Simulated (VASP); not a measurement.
Ti3Se: single point with LDA

Crystal: Ti3Se.

```
Se Ti
1.0
     3.13217    0.00000    0.00000
    -1.56609    2.71254    0.00000
     0.00000    0.00000    7.78060
Se Ti
1 3
Direct
  0.00000 0.00000 0.00000
  0.66667 0.33333 0.50000
  0.33333 0.66667 0.77290
  0.33333 0.66667 0.22710
```

- Program: VASP 6.6.1
- Task: single point
- Functional: LDA
- Potentials or basis: VASP PAW LDA potentials, release 64 (Se, Ti_sv)
- Cutoff: 520 eV
- k mesh: 10 × 10 × 4
- Occupations: fermi-dirac, width 0.05 eV
- Spin: no spin polarisation

- Pressure: -0.8 GPa
- Largest force: 0.127 eV/Å
- Band gap on the k mesh: zero (bands 21 and 22 overlap by 0.55 eV)

Forces in eV/Å, atoms in the order of the input:
```
Se   0.000  0.000  0.000
Ti   0.000  0.000  0.000
Ti   0.000  0.000 -0.127
Ti   0.000  0.000  0.127
```

Stress tensor (GPa, compression positive):
```
-0.62  0.00  0.00
 0.00 -0.62  0.00
 0.00  0.00 -1.01
```

Levels at points of the mesh, in eV from the Fermi level:
```csv
k point,band 19,band 20,band 21,band 22,band 23,band 24
"(0.00, 0.00, 0.00)",0.00,0.14,0.14,0.29,0.29,1.08
"(0.50, 0.00, 0.00)",-1.65,-0.55,-0.43,0.18,0.88,0.94
"(0.00, 0.00, 0.50)",-0.63,0.39,0.39,0.64,0.64,0.72
"(0.50, 0.00, 0.50)",-1.54,-0.92,-0.87,0.72,0.91,1.07
```

It took 2.2 min on 1 thread of Intel Xeon 8259CL, with other jobs on the host, peak memory 0.2 GiB.
